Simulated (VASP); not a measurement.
Input of a VASP 6.6.1 run:

INCAR

```
SYSTEM = Ir
PREC = Accurate
ENCUT = 520
EDIFF = 1E-6
ISMEAR = 0
SIGMA = 0.15
LREAL = .FALSE.
LASPH = .TRUE.
NELM = 100
ALGO = Fast
ISIF = 2
LWAVE = .FALSE.
LCHARG = .TRUE.
GGA = PS
LELF = .TRUE.
LVHAR = .TRUE.
NBANDS = 16
```

KPOINTS

```
regular mesh
0
G
  18 18 12
  0 0 0
```

Contents of POSCAR:

```
Ir
1.0
    2.6688365577      0.0000000000      0.0000000000
   -1.3344182789      2.3112802576      0.0000000000
    0.0000000000      0.0000000000      4.3953556500
Ir
2
Direct
    0.6666666667      0.3333333333      0.7500000000
    0.3333333333      0.6666666667      0.2500000000
```

Potentials or basis: VASP PAW PBE potentials, release 64 (Ir).

Launch:

```console
$ cat potpaw_PBE.64/Ir/POTCAR > POTCAR
$ mpirun -np 1 vasp_std > vasp.out
```

(1) What does it give for the pressure?

(2) Predict the band gap on the k mesh.

Results:

(1) 18.4 GPa.

(2) zero (band 9 reaches 12.28 eV, above the bottom of band 10 at 8.59 eV).

Caveat: the cell differs from its parent crystal (strain -0.030 along x and y, -0.015 along z); the PAW data sets were made with another functional, which shifts forces and pressure a little; spin-orbit coupling is left out, which moves the levels of the heavy elements.
